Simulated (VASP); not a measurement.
# HgTe (P4mm) in VASP: single point with PBEsol

Aim: the single point of HgTe with PBEsol.

Program: VASP 6.6.1. These are calculated values, not measurements. Logs are shortened: lines on timing, memory, paths and dates and some standing lists are left out, and cuts for length are marked.

### Step 1. The cell of the first run

Symmetry: P4mm, No. 99, tetragonal system. Conventional cell: a = 6.006 Å, b = 6.006 Å, c = 6.006 Å, α = 90.00°, β = 90.00°, γ = 90.00°. Within 3.9 Å of Hg (site symmetry 4mm) lie 6 Te at 2.92 to 3.08 Å. Hg (site symmetry 4mm) has 6 Te at 3.00 Å within 4.0 Å. Hg (site symmetry 2mm) has 6 Te at 3.00 Å within 4.0 Å. Within 4.0 Å of Te (site symmetry 2mm) lie 6 Hg at 3.00 Å. Within 3.9 Å of Te (site symmetry 4mm) lie 6 Hg at 2.92 to 3.08 Å. Within 4.0 Å of Te (site symmetry 4mm) lie 6 Hg at 3.00 Å.

### Step 2. Single point, PBEsol (atom 1 (Hg) moved +0.080 Å along Cartesian [0 0 1])

The input, INCAR:

```
SYSTEM = HgTe
PREC = Accurate ; ENCUT = 520
EDIFF = 1E-7 ; ISMEAR = 0
SIGMA = 0.15 ; LREAL = .False.
LASPH = .True. ; NELM = 100
ALGO = Fast ; ISIF = 2
LWAVE = .False. ; LCHARG = .False.
GGA = PS ; NBANDS = 46
```

The input, KPOINTS:

```
Automatic mesh
0
Gamma
  10 10 10
  0 0 0
```

The input, POSCAR:

```
HgTe
1.0
    6.0063005223      0.0000000000      0.0000000000
    0.0000000000     -6.0063005223      0.0000000000
    0.0000000000      0.0000000000     -6.0063005223
Hg Te
4 4
Direct
    0.0000000000      1.0000000000      0.9866806531
    0.5000000000      0.5000000000      1.0000000000
    0.5000000000      1.0000000000      0.5000000000
    0.0000000000      0.5000000000      0.5000000000
    0.5000000000      0.0000000000      0.0000000000
    0.0000000000      0.5000000000      0.0000000000
    0.0000000000      0.0000000000      0.5000000000
    0.5000000000      0.5000000000      0.5000000000
```

Potentials or basis: VASP PAW PBE potentials, release 64 (Hg, Te).

Command:

```sh
$ cat potpaw_PBE.64/Hg/POTCAR potpaw_PBE.64/Te/POTCAR > POTCAR
$ mpirun -np 1 vasp_std > vasp.out
```

OUTCAR:

```text
SYSTEM = HgTe
   PREC = Accurate
   ENCUT = 520
   EDIFF = 1E-7
   ISMEAR = 0
   LREAL = .False.
   LASPH = .True.
   NELM = 100
   ISIF = 2
   GGA = PS

 ion  position               nearest neighbor table
   1  0.000  0.000  0.987-   7 2.92   6 3.00   5 3.00   6 3.00   5 3.00   7 3.08
   2  0.500  0.500  0.000-   5 3.00   6 3.00   8 3.00   8 3.00   5 3.00   6 3.00
   3  0.500  0.000  0.500-   5 3.00   7 3.00   8 3.00   5 3.00   8 3.00   7 3.00
   4  0.000  0.500  0.500-   6 3.00   7 3.00   8 3.00   6 3.00   7 3.00   8 3.00
   5  0.500  0.000  0.000-   2 3.00   3 3.00   3 3.00   2 3.00   1 3.00   1 3.00
   6  0.000  0.500  0.000-   2 3.00   4 3.00   4 3.00   2 3.00   1 3.00   1 3.00
   7  0.000  0.000  0.500-   1 2.92   3 3.00   4 3.00   4 3.00   3 3.00   1 3.08
   8  0.500  0.500  0.500-   2 3.00   3 3.00   4 3.00   2 3.00   3 3.00   4 3.00

  LATTYP: Found a simple cubic cell.
 ALAT       =     6.0063005223

  Lattice vectors:

 A1 = (   6.0063005223,   0.0000000000,   0.0000000000)
 A2 = (   0.0000000000,  -6.0063005223,   0.0000000000)
 A3 = (   0.0000000000,   0.0000000000,  -6.0063005223)

Analysis of symmetry for initial positions (statically):
=====================================================================
 Subroutine PRICEL returns:
 Original cell was already a primitive cell.

 Routine SETGRP: Setting up the symmetry group for a
 simple cubic supercell.

 Subroutine GETGRP returns: Found  8 space group operations
 (whereof  8 operations were pure point group operations)
 out of a pool of 48 trial point group operations.

The static configuration has the point symmetry C_4v.

Analysis of symmetry for dynamics (positions and initial velocities):
=====================================================================
 Subroutine PRICEL returns:
 Original cell was already a primitive cell.

 Routine SETGRP: Setting up the symmetry group for a
 simple cubic supercell.

 Subroutine GETGRP returns: Found  8 space group operations
 (whereof  8 operations were pure point group operations)
 out of a pool of 48 trial point group operations.

The dynamic configuration has the point symmetry C_4v.

 Subroutine INISYM returns: Found  8 space group operations
 (whereof  8 operations are pure point group operations),
 and found     1 'primitive' translations

[... 109 lines left out ...]
   NSW    =      0    number of steps for IOM
   IBRION =     -1    ionic relax: 0-MD 1-quasi-New 2-CG
   NFREE  =      0    steps in history (QN), initial steepest desc. (CG)
   ISIF   =      2    stress and relaxation
   ISYM   =      2    0-nonsym 1-usesym 2-fastsym
   POTIM  = 0.5000    time-step for ionic-motion
   TEBEG  =    0.0;   TEEND  =   0.0 temperature during run
   PSTRESS=    0.0 pullay stress
   NELECT =      72.0000    total number of electrons
   NUPDOWN=      -1.0000    fix difference up-down
   EMIN   =  10.00;   EMAX   =-10.00  energy-range for DOS
   EFERMI =   0.00;   METHOD = LEGACY
   ISMEAR =     0;   SIGMA  =   0.15  broadening in eV -4-tet -1-fermi 0-gaus
   EFERMI_NEDOS =   21; number of points for ismear=-14 and -15
   IALGO  =     68    algorithm
   IMIX   =      4    mixing-type and parameters
     AMIX     =   0.40;   BMIX     =  1.00
     AMIX_MAG =   1.60;   BMIX_MAG =  1.00
  volume/ion in A,a.u.               =      27.09       182.78
  Fermi-wavevector in a.u.,A,eV,Ry     =   1.133910  2.142779 17.493718  1.285752
  Thomas-Fermi vector in A             =   2.270613
   LORBIT       =      0    0 simple, 1 ext, 2 COOP (PROOUT), +10 PAW based schemes
   GGA     = PS    functional components
   LHFCALC =     F    Hartree Fock is set to
   AEXX    =    0.0000 exact exchange contribution
   IVDW    =     0    specifies the selected vdW correction
   LEPSILON=     F    determine dielectric tensor
   LRPA    =     F    only Hartree local field effects (RPA)
 non-spin polarized calculation
 RMM-DIIS sequential band-by-band and
 Gauss-broadening in eV      SIGMA  =   0.15
  energy-cutoff  :      520.00
  volume of cell :      216.68
 maximum number of plane-waves:      5860
 NGX is ok and might be reduce to    48
   NGX = 23   NGY = 23   NGZ = 23

 number of electron      72.0000004 magnetization

 Free energy of the ion-electron system (eV)
  ---------------------------------------------------
  ext. energy  EPLUGINS =         0.00000000
  ---------------------------------------------------
  free energy    TOTEN  =       -16.85415905 eV

  energy without entropy =      -16.80793722  energy(sigma->0) =      -16.83104813

 E-fermi :   4.7859     XC(G=0): -10.2649

 val. band max:        4.7773755872   @ k =   0.3000   0.3000   0.2000
 cond. band min:       4.8019247510   @ k =   0.3000   0.3000   0.4000
 fundamental gap:      0.0245491639
 Fermi energy:         4.7859184460

 k-point     1 :       0.0000    0.0000    0.0000
  band No.  band energies     occupation
      1      -7.6339      2.00000
      2      -6.4924      2.00000
      3      -6.4847      2.00000
      4      -6.4833      2.00000
      5      -2.1918      2.00000
      6      -2.1918      2.00000
[... 1165 lines left out ...]
     45      10.3022      0.00000
     46      10.3031      0.00000

 [... further k-points ...]

------------------------ aborting loop because EDIFF is reached ----------------------------------------

  FORCE on cell =-STRESS in cart. coord.  units (eV):
  Direction    XX          YY          ZZ          XY          YZ          ZX
  --------------------------------------------------------------------------------------
  -------------------------------------------------------------------------------------
  Total        0.1434705      0.1434705      0.2981127      0.0000000      0.0000000     -0.0000000
  in kB        1.0608449      1.0608449      2.2042961      0.0000000      0.0000000     -0.0000000
  external PRESSURE =       1.4419953 kB  Pullay stress =       0.0000000 kB

 VOLUME and BASIS-vectors are now :
 -----------------------------------------------------------------------------
  energy-cutoff  :      520.00
  volume of cell :      216.68
      direct lattice vectors                 reciprocal lattice vectors
     6.006300522  0.000000000  0.000000000     0.166491836  0.000000000  0.000000000
     0.000000000 -6.006300522  0.000000000     0.000000000 -0.166491836  0.000000000
     0.000000000  0.000000000 -6.006300522     0.000000000  0.000000000 -0.166491836

 POSITION                                       TOTAL-FORCE (eV/Angst)
 -----------------------------------------------------------------------------------
      0.00000      0.00000     -5.92630         0.000000      0.000000     -0.215555
      3.00315     -3.00315      0.00000         0.000000      0.000000     -0.000694
      3.00315      0.00000     -3.00315         0.000000      0.000000      0.007635
      0.00000     -3.00315     -3.00315         0.000000      0.000000      0.007635
      3.00315      0.00000      0.00000         0.000000     -0.000000     -0.013013
      0.00000     -3.00315      0.00000         0.000000      0.000000     -0.013013
      0.00000      0.00000     -3.00315        -0.000000     -0.000000      0.229431
      3.00315     -3.00315     -3.00315         0.000000     -0.000000     -0.002426
 -----------------------------------------------------------------------------------
    total drift:                                0.000000     -0.000000      0.000028

  FREE ENERGIE OF THE ION-ELECTRON SYSTEM (eV)
  ---------------------------------------------------
  free  energy   TOTEN  =       -16.8541590459 eV

  energy  without entropy=      -16.8079372157  energy(sigma->0) =      -16.83104813
```

OSZICAR:

```text
N       E                     dE             d eps       ncg     rms          rms(c)
DAV:   1     0.499431952576E+03    0.49943E+03   -0.32498E+04 11592   0.141E+03
DAV:   2     0.118986058431E+02   -0.48753E+03   -0.46953E+03 12572   0.328E+02
DAV:   3    -0.173335002790E+02   -0.29232E+02   -0.28837E+02 13862   0.777E+01
DAV:   4    -0.177582443751E+02   -0.42474E+00   -0.42343E+00 13280   0.822E+00
DAV:   5    -0.177667632377E+02   -0.85189E-02   -0.85178E-02 13554   0.117E+00    0.163E+01
RMM:   6    -0.168865704251E+02    0.88019E+00   -0.26222E+00 11592   0.733E+00    0.117E+01
RMM:   7    -0.168630903041E+02    0.23480E-01   -0.46410E-01 12205   0.196E+00    0.389E+00
RMM:   8    -0.168542593905E+02    0.88309E-02   -0.35154E-02 12486   0.932E-01    0.602E-01
RMM:   9    -0.168541191847E+02    0.14021E-03   -0.33497E-03 13133   0.277E-01    0.170E-01
RMM:  10    -0.168541514089E+02   -0.32224E-04   -0.55822E-04 13359   0.106E-01    0.873E-02
RMM:  11    -0.168541605673E+02   -0.91584E-05   -0.13163E-04 13616   0.621E-02    0.905E-02
RMM:  12    -0.168541593788E+02    0.11885E-05   -0.46879E-05 13229   0.418E-02    0.119E-02
RMM:  13    -0.168541598937E+02   -0.51493E-06   -0.62835E-06 13441   0.113E-02    0.107E-02
RMM:  14    -0.168541597554E+02    0.13833E-06   -0.14065E-06 12581   0.645E-03    0.816E-03
RMM:  15    -0.168541594804E+02    0.27501E-06   -0.25460E-07  8439   0.265E-03    0.553E-03
RMM:  16    -0.168541591673E+02    0.31301E-06   -0.20727E-07  8072   0.237E-03    0.178E-03
RMM:  17    -0.168541590466E+02    0.12079E-06   -0.24060E-08  7770   0.738E-04    0.171E-03
RMM:  18    -0.168541590459E+02    0.66848E-09   -0.38398E-09  4750   0.378E-04
   1 F= -.16854159E+02 E0= -.16831048E+02  d E =-.462218E-01
```

stdout:

```text
POSCAR found type information on POSCAR HgTe
 POSCAR found :  2 types and       8 ions
 scaLAPACK will be used
 -----------------------------------------------------------------------------
|                                                                             |
|                                                                             |
|     You enforced a specific xc type in the INCAR file but a different       |
|     I HOPE YOU KNOW WHAT YOU ARE DOING!                                     |
|                                                                             |
 -----------------------------------------------------------------------------

 LDA part: xc-table for (Slater+PW92), standard interpolation
 POSCAR, INCAR and KPOINTS ok, starting setup
 FFT: planning ... GRIDC
 FFT: planning ... GRID_SOFT
 FFT: planning ... GRID
 WAVECAR not read
 entering main loop
WARNING in EDDRMM: call to ZHEGV failed, returncode =   8  4     45
WARNING in EDDRMM: call to ZHEGV failed, returncode =   8  4     46
WARNING in EDDRMM: call to ZHEGV failed, returncode =   6  3     46
```

Run time: 39 min. Hardware: 1 thread of Oxide Virtual Turin-like, shared host; peak memory 0.97 GiB.

What came out:

```yaml
Free_energy: -16.8542 eV
Pressure: 0.1 GPa
Largest_force: 0.229 eV/Å
Band_gap_on_the_k_mesh: zero (bands 36 and 37 overlap by 1.91 eV)
```

Forces in eV/Å, atoms in the order of the input:
```
Hg   0.000  0.000 -0.216
Hg   0.000  0.000 -0.001
Hg   0.000  0.000  0.008
Hg   0.000  0.000  0.008
Te   0.000  0.000 -0.013
Te   0.000  0.000 -0.013
Te   0.000  0.000  0.229
Te   0.000  0.000 -0.002
```

Levels at points of the mesh, in eV from the Fermi level:
```tsv
k point	band 34	band 35	band 36	band 37	band 38	band 39
(0.00, 0.00, 0.00)	-2.49	-2.49	-2.46	-0.85	-0.79	-0.79
(0.50, 0.00, 0.00)	-1.61	-1.61	-1.61	0.86	0.86	1.91
(0.00, 0.00, 0.50)	-1.63	-1.59	-1.59	0.85	0.87	1.91
(0.50, 0.50, 0.00)	0.05	0.05	0.05	2.12	2.12	2.12
(0.00, 0.50, 0.50)	0.05	0.05	0.08	2.09	2.11	2.13
(0.50, 0.50, 0.50)	0.31	0.31	0.31	2.46	2.46	2.46
```

Caveat: the cell differs from its parent crystal (atom 1 (Hg) moved +0.080 Å along Cartesian [0 0 1]); the PAW data sets were made with another functional, which shifts forces and pressure a little; spin-orbit coupling is left out, which moves the levels of the heavy elements.

The gap in the log of VASP goes by the Fermi energy; the results here count the filled bands.